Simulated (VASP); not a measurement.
Wanted: the native input for a VASP 6.6.1 run.

| Item | Value |
| --- | --- |
| Task | relaxation of cell and atoms |
| Functional | PBEsol |
| Potentials or basis | VASP PAW PBE potentials, release 64 (Nb_sv) |
| Cutoff | 600 eV |
| k mesh | 23 × 23 × 23 |
| Occupations | methfessel-paxton, width 0.1 eV |
| Spin | no spin polarisation |
| Dipole correction | no |
| Further INCAR settings | ALGO = Normal; EDIFF = 1e-06; IBRION = 2; EDIFFG = -0.005; NSW = 60; ISIF = 3 |

The structure of Nb lies in POSCAR:

```
Nb
1.0
   -1.6500000000      1.6500000000      1.6500000000
    1.6500000000     -1.6500000000      1.6500000000
    1.6500000000      1.6500000000     -1.6500000000
Nb
1
Direct
    0.0000000000      0.0000000000      0.0000000000
```

The input as run:

INCAR

```
PREC = Accurate
ENCUT = 600
EDIFF = 1E-6
ISMEAR = 1
SIGMA = 0.1
LREAL = False
LASPH = True
NELM = 60
ALGO = Normal
ISIF = 3
LWAVE = False
LCHARG = False
GGA = PS
IBRION = 2
NSW = 60
EDIFFG = -0.005
```

KPOINTS

```
regular mesh
0
Gamma
  23 23 23
```

Potentials or basis: VASP PAW PBE potentials, release 64 (Nb_sv).

The run is started by

```bash
$ cat potpaw_PBE.64/Nb_sv/POTCAR > POTCAR
$ mpirun -np 1 vasp_std > vasp.out
```

It gave:

The relaxed volume is 17.46 Å³/atom and the relaxed cell is a = 2.831 Å, b = 2.831 Å, c = 2.831 Å, α = 109.47°, β = 109.47°, γ = 109.47°. The space group after relaxing (to 0.1 Å) is Im-3m (No. 229). The energy gained by relaxing is 8.0 meV/atom and the ionic steps are 4. The pressure after relaxing is 0.0 GPa and the band gap on the k mesh is zero (an odd number of electrons rules out a gap without spin polarisation).

Caveat: the PAW data sets were made with another functional, which shifts forces and pressure a little.

Wall time 3.9 min on 1 thread of Intel Xeon 8259CL (shared host), peak memory 0.22 GiB.
